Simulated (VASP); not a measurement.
Here is a VASP 6.6.1 calculation.

Contents of INCAR:

```
PREC = Accurate ; ENCUT = 600
EDIFF = 1E-7 ; ISMEAR = -1
SIGMA = 0.02 ; LREAL = False
LASPH = True ; NELM = 120
ALGO = Normal ; ISIF = 3
LWAVE = False ; LCHARG = False
GGA = PE ; IBRION = 2
NSW = 80 ; EDIFFG = -0.005
GGA_COMPAT = False ; NELMIN = 4
```

KPOINTS

```
regular mesh
0
Gamma
  4 8 4
```

File POSCAR:

```
Ga4AsN3
1.0
    5.2230885382      0.0000000000      0.0000000000
    0.0000000000      3.1984620565      0.0000000000
    0.0000000000      0.0000000000      5.5398987879
N As Ga
3 1 4
Direct
    0.0000000000      0.0000000000      0.3333333333
    0.0000000000      0.5000000000      0.8333333333
    0.5000000000      0.5000000000      0.1666666667
    0.5000000000      0.0000000000      0.6666666667
    0.3750000000      0.0000000000      0.3333333333
    0.3750000000      0.5000000000      0.8333333333
    0.8750000000      0.5000000000      0.1666666667
    0.8750000000      0.0000000000      0.6666666667
```

Potentials or basis: VASP PAW PBE potentials, release 64 (N, As, Ga_d).

Launch:

```sh
$ cat potpaw_PBE.64/N/POTCAR potpaw_PBE.64/As/POTCAR potpaw_PBE.64/Ga_d/POTCAR > POTCAR
$ mpirun -np 1 vasp_std > vasp.out
```

**Question.** Predict the relaxed cell.

**Answer.** a = 5.613 Å, b = 3.398 Å, c = 6.009 Å, α = 90.00°, β = 89.56°, γ = 90.00°.

**Question.** What does it give for the space group after relaxing (to 0.1 Å)?

**Answer.** Pm (No. 6).

**Question.** Predict the relaxed volume.

**Answer.** 14.33 Å³/atom.

Step by step:
| step | energy change (eV) | largest force (eV/Å) | pressure (GPa) | volume (Å³) |
| --- | --- | --- | --- | --- |
| 1 | 0.0000 | 10.9291 | 55.41 | 92.55 |
| 2 | -2.0722 | 2.0744 | -17.88 | 157.15 |
| 3 | -6.0980 | 0.9136 | -3.84 | 119.30 |
| 4 | -6.1305 | 0.9109 | -2.41 | 117.74 |
| 5 | -6.1417 | 0.9078 | -0.74 | 116.10 |
| 6 | -6.1409 | 0.9102 | -1.27 | 116.61 |
| 7 | -6.2398 | 0.4632 | -0.66 | 115.70 |
| 8 | -6.2655 | 0.4948 | -0.03 | 114.93 |
| 9 | -6.2919 | 0.2516 | 0.24 | 114.46 |
| 10 | -6.2924 | 0.2485 | 0.19 | 114.52 |
| 11 | -6.3003 | 0.1385 | -0.07 | 114.73 |
| 12 | -6.3023 | 0.1680 | -0.27 | 114.91 |
| 13 | -6.3061 | 0.0985 | 0.07 | 114.55 |
| 14 | -6.3066 | 0.0881 | 0.27 | 114.35 |
| 15 | -6.3074 | 0.0555 | -0.11 | 114.70 |
| 16 | -6.3076 | 0.0434 | 0.01 | 114.61 |
| 17 | -6.3078 | 0.0220 | -0.05 | 114.66 |
| 18 | -6.3078 | 0.0216 | -0.05 | 114.66 |
| 19 | -6.3078 | 0.0123 | 0.04 | 114.59 |
| 20 | -6.3078 | 0.0114 | 0.02 | 114.59 |
| 21 | -6.3078 | 0.0118 | 0.03 | 114.59 |
| 22 | -6.3079 | 0.0100 | -0.02 | 114.62 |
| 23 | -6.3079 | 0.0119 | -0.02 | 114.63 |
| 24 | -6.3079 | 0.0161 | -0.04 | 114.64 |
| 25 | -6.3079 | 0.0131 | -0.01 | 114.63 |
| 26 | -6.3079 | 0.0108 | 0.00 | 114.61 |
| 27 | -6.3079 | 0.0131 | 0.02 | 114.59 |
| 28 | -6.3079 | 0.0118 | 0.00 | 114.60 |
| 29 | -6.3079 | 0.0122 | 0.02 | 114.60 |
| 30 | -6.3079 | 0.0068 | 0.00 | 114.61 |
| 31 | -6.3079 | 0.0052 | -0.01 | 114.62 |
| 32 | -6.3079 | 0.0093 | -0.02 | 114.63 |
| 33 | -6.3079 | 0.0050 | 0.00 | 114.62 |
| 34 | -6.3079 | 0.0074 | -0.02 | 114.62 |
| 35 | -6.3079 | 0.0057 | 0.00 | 114.62 |
| 36 | -6.3079 | 0.0020 | 0.00 | 114.62 |

Caveat: the volume moved by over 15 % at a fixed basis, so the end points are rough.
